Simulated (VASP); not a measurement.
# Nb in VASP: single point with PBE+D3(BJ)

Aim: the single point of Nb with PBE+D3(BJ).

Everything below comes from runs of VASP 6.6.1. Logs are shortened: lines on timing, memory, paths and dates and some standing lists are left out, and cuts for length are marked.

## 1. The cell of the first run

The cell holds a slab with vacuum, 12 atoms: a = 5.658 Å, b = 5.658 Å, c = 20.620 Å, α = 90.00°, β = 90.00°, γ = 109.47°.

## 2. Single point, PBE+D3(BJ)

The input, INCAR:

```
PREC = Accurate
ENCUT = 520
EDIFF = 1E-6
ISMEAR = 0
SIGMA = 0.1
LREAL = False
LASPH = True
NELM = 60
ALGO = Normal
ISIF = 2
LWAVE = False
LCHARG = True
LDIPOL = True
IDIPOL = 3
DIPOL = 0.5 0.5 0.499
GGA = PE
IVDW = 12
LELF = True
LVHAR = True
LVACPOTAV = True
NBANDS = 90
```

The input, KPOINTS:

```
Automatic mesh
0
Gamma
  4 4 1
```

The input, POSCAR:

```
Nb
1.0
    5.6581536275      0.0000000000      0.0000000000
   -1.8860512092      5.3345583986      0.0000000000
    0.0000000000      0.0000000000     20.6198630912
Nb
12
Direct
    0.2500000000      0.2500000000      0.3879754179
    0.2500000000      0.7500000000      0.3879754179
    0.7500000000      0.2500000000      0.3879754179
    0.7500000000      0.7500000000      0.3879754179
    0.5000000000      0.5000000000      0.4990877576
    0.5000000000      0.0000000000      0.4990877576
    0.0000000000      0.5000000000      0.4990877576
    0.0000000000      0.0000000000      0.4990877576
    0.7500000000      0.7500000000      0.6101845087
    0.7500000000      0.2500000000      0.6101845087
    0.2500000000      0.7500000000      0.6101845087
    0.2500000000      0.2500000000      0.6101845087
```

Potentials or basis: VASP PAW PBE potentials, release 64 (Nb_sv).

Launch:

```bash
cat potpaw_PBE.64/Nb_sv/POTCAR > POTCAR
mpirun -np 1 vasp_std > vasp.out
```

OUTCAR:

```text
PREC = Accurate
   ENCUT = 520
   EDIFF = 1E-6
   ISMEAR = 0
   LREAL = False
   LASPH = True
   NELM = 60
   ISIF = 2
   GGA = PE
   IVDW = 12
 IVDW          = 12

 ion  position               nearest neighbor table
   1  0.250  0.250  0.388-   5 2.81   8 2.81   2 2.83   2 2.83   3 2.83   3 2.83
   2  0.250  0.750  0.388-   6 2.81   7 2.81   1 2.83   1 2.83   4 2.83   4 2.83
   3  0.750  0.250  0.388-   6 2.81   7 2.81   4 2.83   4 2.83   1 2.83   1 2.83
   4  0.750  0.750  0.388-   5 2.81   8 2.81   3 2.83   3 2.83   2 2.83   2 2.83
   5  0.500  0.500  0.499-   9 2.81  12 2.81   1 2.81   4 2.81   6 2.83   6 2.83   7 2.83   7 2.83

   6  0.500  0.000  0.499-  10 2.81  11 2.81   2 2.81   3 2.81   5 2.83   5 2.83   8 2.83   8 2.83

   7  0.000  0.500  0.499-  10 2.81  11 2.81   2 2.81   3 2.81   8 2.83   8 2.83   5 2.83   5 2.83

   8  0.000  0.000  0.499-   9 2.81  12 2.81   1 2.81   4 2.81   7 2.83   7 2.83   6 2.83   6 2.83

   9  0.750  0.750  0.610-   5 2.81   8 2.81  10 2.83  10 2.83  11 2.83  11 2.83
  10  0.750  0.250  0.610-   6 2.81   7 2.81   9 2.83   9 2.83  12 2.83  12 2.83
  11  0.250  0.750  0.610-   6 2.81   7 2.81  12 2.83  12 2.83   9 2.83   9 2.83
  12  0.250  0.250  0.610-   5 2.81   8 2.81  11 2.83  11 2.83  10 2.83  10 2.83

  LATTYP: Found a base centered orthorhombic cell.
 ALAT       =     6.5334730398
 B/A-ratio  =     1.4142135624
 C/A-ratio  =     3.1560340060

  Lattice vectors:

 A1 = (   5.6581536275,   0.0000000000,   0.0000000000)
 A2 = (  -1.8860512092,   5.3345583986,   0.0000000000)
 A3 = (   0.0000000000,   0.0000000000,  20.6198630912)

Analysis of symmetry for initial positions (statically):
=====================================================================
 Subroutine PRICEL returns following result:

  LATTYP: Found a base centered orthorhombic cell.
 ALAT       =     3.2667365199
 B/A-ratio  =     1.4142135624
 C/A-ratio  =     6.3120680121

  Lattice vectors:

 A1 = (   2.8290768138,   0.0000000000,   0.0000000000)
 A2 = (  -0.9430256046,   2.6672791993,   0.0000000000)
 A3 = (   0.0000000000,   0.0000000000,  20.6198630912)

   4 primitive cells build up your supercell.

 Routine SETGRP: Setting up the symmetry group for a
 base centered orthorhombic supercell.

 Subroutine GETGRP returns: Found  4 space group operations
 (whereof  4 operations were pure point group operations)
 out of a pool of  8 trial point group operations.

The static configuration has the point symmetry C_2v.

Analysis of symmetry for dynamics (positions and initial velocities):
=====================================================================
 Subroutine PRICEL returns following result:

  LATTYP: Found a base centered orthorhombic cell.
 ALAT       =     3.2667365199
 B/A-ratio  =     1.4142135624
 C/A-ratio  =     6.3120680121

  Lattice vectors:

 A1 = (   2.8290768138,   0.0000000000,   0.0000000000)
 A2 = (  -0.9430256046,   2.6672791993,   0.0000000000)
 A3 = (   0.0000000000,   0.0000000000,  20.6198630912)

   4 primitive cells build up your supercell.

 Routine SETGRP: Setting up the symmetry group for a
 base centered orthorhombic supercell.

 Subroutine GETGRP returns: Found  4 space group operations
 (whereof  4 operations were pure point group operations)
 out of a pool of  8 trial point group operations.

The dynamic configuration has the point symmetry C_2v.

 Subroutine INISYM returns: Found  4 space group operations
 (whereof  4 operations are pure point group operations),
 and found     4 'primitive' translations

----------------------------------------------------------------------------------------

                                     Primitive cell

  volume of cell :     155.5962

  direct lattice vectors                    reciprocal lattice vectors
     2.829076814  0.000000000  0.000000000     0.353472198  0.124971294  0.000000000
    -0.943025605  2.667279199  0.000000000     0.000000000  0.374913882  0.000000000
     0.000000000  0.000000000 20.619863091     0.000000000  0.000000000  0.048496927

  length of vectors
     2.829076814  2.829076814 20.619863091     0.374913882  0.374913882  0.048496927

  position of ions in fractional coordinates (direct lattice)
     0.500000000  0.500000000  0.387975418
     1.000000000  0.000000000  0.499087758
     0.500000000  0.500000000  0.610184509

  ion indices of the primitive-cell ions
   primitive index   ion index
                 1           1
                 2           5
                 3          12

----------------------------------------------------------------------------------------

 KPOINTS: Automatic mesh

Automatic generation of k-mesh.
 Grid dimensions read from file:
 generate k-points for:    4    4    1

 Generating k-lattice:

  Cartesian coordinates                     Fractional coordinates (reciprocal lattice)
     0.044184025  0.015621412  0.000000000     0.250000000  0.000000000  0.000000000
     0.000000000  0.046864235  0.000000000     0.000000000  0.250000000  0.000000000
     0.000000000  0.000000000  0.048496927     0.000000000  0.000000000  1.000000000

  Length of vectors
     0.046864235  0.046864235  0.048496927

  Shift w.r.t. Gamma in fractional coordinates (k-lattice)
     0.000000000  0.000000000  0.000000000

 Subroutine IBZKPT returns following result:
 ===========================================

 Found      7 irreducible k-points:

 Following reciprocal coordinates:
            Coordinates               Weight
  0.000000  0.000000  0.000000      1.000000
  0.250000 -0.000000  0.000000      4.000000
  0.500000 -0.000000  0.000000      2.000000
  0.250000  0.250000  0.000000      2.000000
  0.500000  0.250000  0.000000      4.000000
 -0.250000  0.250000  0.000000      2.000000
  0.500000  0.500000  0.000000      1.000000
   k-points           NKPTS =      7   k-points in BZ     NKDIM =      7   number of bands    NBANDS=     90
   number of dos      NEDOS =    301   number of ions     NIONS =     12
   total plane-waves  NPLWV = 282240
   dimension x,y,z NGX =    42 NGY =   42 NGZ =  160
   dimension x,y,z NGXF=    84 NGYF=   84 NGZF=  320
   ions per type =              12
   NGX,Y,Z   is equivalent  to a cutoff of  12.34, 12.34, 12.90 a.u.
   NGXF,Y,Z  is equivalent  to a cutoff of  24.68, 24.68, 25.80 a.u.
 SYSTEM =  unknown system
   PREC   = accura    normal or accurate (medium, high low for compatibility)
   ISTART =      0    job   : 0-new  1-cont  2-samecut
   ICHARG =      2    charge: 1-file 2-atom 10-const
   ISPIN  =      1    spin polarized calculation?
   LNONCOLLINEAR =      F non collinear calculations
   LSORBIT =      F    spin-orbit coupling
   LASPH  =      T    aspherical Exc in radial PAW
   ENCUT  =  520.0 eV  38.22 Ry    6.18 a.u.  10.52 10.52 38.34*2*pi/ulx,y,z
   NELM   =     60;   NELMIN=  2; NELMDL= -5     # of ELM steps
   EDIFF  = 0.1E-05   stopping-criterion for ELM
   LREAL  =      F    real-space projection
   EDIFFG = 0.1E-04   stopping-criterion for IOM
   NSW    =      0    number of steps for IOM
   IBRION =     -1    ionic relax: 0-MD 1-quasi-New 2-CG
   NFREE  =      0    steps in history (QN), initial steepest desc. (CG)
   ISIF   =      2    stress and relaxation
   ISYM   =      2    0-nonsym 1-usesym 2-fastsym
   POTIM  = 0.5000    time-step for ionic-motion
   TEBEG  =    0.0;   TEEND  =   0.0 temperature during run
   PSTRESS=    0.0 pullay stress
   NELECT =     156.0000    total number of electrons
   NUPDOWN=      -1.0000    fix difference up-down
   EMIN   =  10.00;   EMAX   =-10.00  energy-range for DOS
   EFERMI =   0.00;   METHOD = LEGACY
   ISMEAR =     0;   SIGMA  =   0.10  broadening in eV -4-tet -1-fermi 0-gaus
   EFERMI_NEDOS =   21; number of points for ismear=-14 and -15
   IALGO  =     38    algorithm
   IMIX   =      4    mixing-type and parameters
     AMIX     =   0.40;   BMIX     =  1.00
     AMIX_MAG =   1.60;   BMIX_MAG =  1.00
  volume/ion in A,a.u.               =      51.87       350.00
  Fermi-wavevector in a.u.,A,eV,Ry     =   1.032199  1.950573 14.496116  1.065434
  Thomas-Fermi vector in A             =   2.166385
   LORBIT       =      0    0 simple, 1 ext, 2 COOP (PROOUT), +10 PAW based schemes
   GGA     = PE    functional components
   LHFCALC =     F    Hartree Fock is set to
   AEXX    =    0.0000 exact exchange contribution
   IVDW    =    12    specifies the selected vdW correction
   LEPSILON=     F    determine dielectric tensor
   LRPA    =     F    only Hartree local field effects (RPA)
 non-spin polarized calculation
 Gauss-broadening in eV      SIGMA  =   0.10
  energy-cutoff  :      520.00
  volume of cell :      622.38
 maximum number of plane-waves:     16809
   NGX = 21   NGY = 21   NGZ = 77

 dipolmoment           0.000000      0.000000      0.000014 electrons x Angstroem

 number of electron     155.9999985 magnetization

 dipolmoment           0.000000      0.000000     -0.000045 electrons x Angstroem

 Free energy of the ion-electron system (eV)
  ---------------------------------------------------
  ext. energy  EPLUGINS =         0.00000000
  ---------------------------------------------------
  free energy    TOTEN  =      -114.82949973 eV

  energy without entropy =     -114.76538081  energy(sigma->0) =     -114.79744027

 E-fermi :   1.1404     XC(G=0):  -5.3131

 val. band max:        1.0640388907   @ k =   0.5000   0.5000   0.0000
 cond. band min:       1.1416238487   @ k =   0.5000  -0.0000   0.0000
 fundamental gap:      0.0775849580
 Fermi energy:         1.1404293128

 k-point     1 :       0.0000    0.0000    0.0000
  band No.  band energies     occupation
      1     -53.5630      2.00000
      2     -53.5265      2.00000
      3     -53.3878      2.00000
      4     -53.3878      2.00000
      5     -53.3875      2.00000
      6     -53.3875      2.00000
[... 82 lines left out ...]
     89       3.5734      0.00000
     90       3.7973      0.00000

 k-point     2 :       0.2500   -0.0000    0.0000
  band No.  band energies     occupation
      1     -53.5383      2.00000
      2     -53.5064      2.00000
      3     -53.4146      2.00000
      4     -53.4082      2.00000
      5     -53.3768      2.00000
      6     -53.3737      2.00000
[... 82 lines left out ...]
     89       3.3197      0.00000
     90       3.4708      0.00000

 k-point     3 :       0.5000   -0.0000    0.0000
  band No.  band energies     occupation
      1     -53.4775      2.00000
      2     -53.4775      2.00000
      3     -53.4576      2.00000
      4     -53.4576      2.00000
      5     -53.3499      2.00000
      6     -53.3499      2.00000
[... 82 lines left out ...]
     89       2.6807      0.00000
     90       2.6937      0.00000

 k-point     4 :       0.2500    0.2500    0.0000
  band No.  band energies     occupation
      1     -53.5040      2.00000
      2     -53.4817      2.00000
      3     -53.4136      2.00000
      4     -53.4136      2.00000
      5     -53.3991      2.00000
      6     -53.3991      2.00000
[... 82 lines left out ...]
     89       2.8321      0.00000
     90       3.1061      0.00000

 k-point     5 :       0.5000    0.2500    0.0000
  band No.  band energies     occupation
      1     -53.4756      2.00000
      2     -53.4485      2.00000
      3     -53.4421      2.00000
      4     -53.4327      2.00000
      5     -53.3861      2.00000
      6     -53.3656      2.00000
[... 82 lines left out ...]
     89       2.4127      0.00000
     90       2.5308      0.00000

 k-point     6 :      -0.2500    0.2500    0.0000
  band No.  band energies     occupation
      1     -53.5266      2.00000
      2     -53.4928      2.00000
      3     -53.3886      2.00000
      4     -53.3886      2.00000
      5     -53.3878      2.00000
      6     -53.3878      2.00000
[... 82 lines left out ...]
     89       2.7381      0.00000
     90       2.8723      0.00000

 k-point     7 :       0.5000    0.5000    0.0000
  band No.  band energies     occupation
      1     -53.4379      2.00000
      2     -53.4379      2.00000
      3     -53.4106      2.00000
      4     -53.4106      2.00000
      5     -53.3894      2.00000
      6     -53.3894      2.00000
[... 82 lines left out ...]
     89       2.6048      0.00000
     90       2.6095      0.00000

------------------------ aborting loop because EDIFF is reached ----------------------------------------

 Edisp (eV)   -5.98841

 E8    (eV) :    -3.0389

  FORCE on cell =-STRESS in cart. coord.  units (eV):
  Direction    XX          YY          ZZ          XY          YZ          ZX
  --------------------------------------------------------------------------------------
  -------------------------------------------------------------------------------------
  Total     -16.87709   -13.93706    -0.50323     4.15783     0.00000     0.00000
  in kB     -43.44594   -35.87755    -1.29543    10.70331     0.00000     0.00000
  external pressure =      -26.87 kB  Pullay stress =        0.00 kB

 VOLUME and BASIS-vectors are now :
 -----------------------------------------------------------------------------
  energy-cutoff  :      520.00
  volume of cell :      622.38
      direct lattice vectors                 reciprocal lattice vectors
     5.658153627  0.000000000  0.000000000     0.176736099  0.062485647  0.000000000
    -1.886051209  5.334558399  0.000000000     0.000000000  0.187456941  0.000000000
     0.000000000  0.000000000 20.619863091     0.000000000  0.000000000  0.048496927

 POSITION                                       TOTAL-FORCE (eV/Angst)
 -----------------------------------------------------------------------------------
      0.94303      1.33364      8.00000         0.000000     -0.000000      0.015667
     -0.00000      4.00092      8.00000        -0.000000     -0.000000      0.015667
      3.77210      1.33364      8.00000         0.000000     -0.000000      0.015667
      2.82908      4.00092      8.00000        -0.000000     -0.000000      0.015667
      1.88605      2.66728     10.29112        -0.000000     -0.000000     -0.001786
      2.82908      0.00000     10.29112        -0.000000      0.000000     -0.001786
     -0.94303      2.66728     10.29112        -0.000000     -0.000000     -0.001786
      0.00000      0.00000     10.29112        -0.000000      0.000000     -0.001786
      2.82908      4.00092     12.58192        -0.000000      0.000000     -0.013881
      3.77210      1.33364     12.58192         0.000000     -0.000000     -0.013881
     -0.00000      4.00092     12.58192         0.000000      0.000000     -0.013881
      0.94303      1.33364     12.58192        -0.000000      0.000000     -0.013881
 -----------------------------------------------------------------------------------
    total drift:                               -0.000000     -0.000000     -0.000320

  FREE ENERGIE OF THE ION-ELECTRON SYSTEM (eV)
  ---------------------------------------------------
  free  energy   TOTEN  =      -120.8179076357 eV

  energy  without entropy=     -120.7537887128  energy(sigma->0) =     -120.78584817

 vacuum level on the upper side and lower side of the slab         5.692         5.692
```

Wall time 16 min (1 thread of Intel Xeon Platinum 8375C at 2.90GHz (Ice Lake), shared host); peak memory 0.7 GiB.

Results:

```yaml
Free_energy: -120.8179 eV
Largest_force: 0.016 eV/Å
Band_gap_on_the_k_mesh: zero (bands 78 and 79 overlap by 1.19 eV)
Dispersion_energy_per_atom: -0.499 eV
```

Forces in eV/Å, atoms in the order of the input:
```
Nb   0.000  0.000  0.016
Nb   0.000  0.000  0.016
Nb   0.000  0.000  0.016
Nb   0.000  0.000  0.016
Nb   0.000  0.000 -0.002
Nb   0.000  0.000 -0.002
Nb   0.000  0.000 -0.002
Nb   0.000  0.000 -0.002
Nb   0.000  0.000 -0.014
Nb   0.000  0.000 -0.014
Nb   0.000  0.000 -0.014
Nb   0.000  0.000 -0.014
```

The gap in the log of VASP goes by the Fermi energy; the results here count the filled bands.